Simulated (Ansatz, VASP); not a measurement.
# Ca in VASP and in Ansatz

```
CELL_PARAMETERS angstrom
1.91031 -3.31181 0.00000
1.91031 3.31181 0.00000
0.00000 0.00000 6.26301
ATOMIC_POSITIONS crystal
Ca 0.83353 0.16647 0.25000
Ca 0.16647 0.83353 0.75000
```

Alike in both runs: functional PBEsol; dispersion D3(BJ); k mesh 8 × 8 × 6; occupations fermi-dirac, width 0.08 eV; no spin polarisation.

Ansatz relaxed the structure, and its values are those at the end. VASP's run is a single point on that final structure, the one shown.

|  | VASP | Ansatz |
| --- | --- | --- |
| version | VASP 6.6.1 | Ansatz 0.2.0 |
| potentials or method | VASP PAW PBE potentials, release 64 (Ca_sv) | PAW with Ansatz's default frozen-core files, scalar-relativistic |
| plane-wave cutoff (eV) | 520 | 420 |
| valence electrons in the cell | 20 | 20 |

|  | VASP | Ansatz | Ansatz less VASP |
| --- | --- | --- | --- |
| pressure (GPa) | -0.5 | -0.5 | -0.01 |

VASP's potentials were made for PBE, not for PBEsol. Ansatz's warnings: stress scf threshold loose.
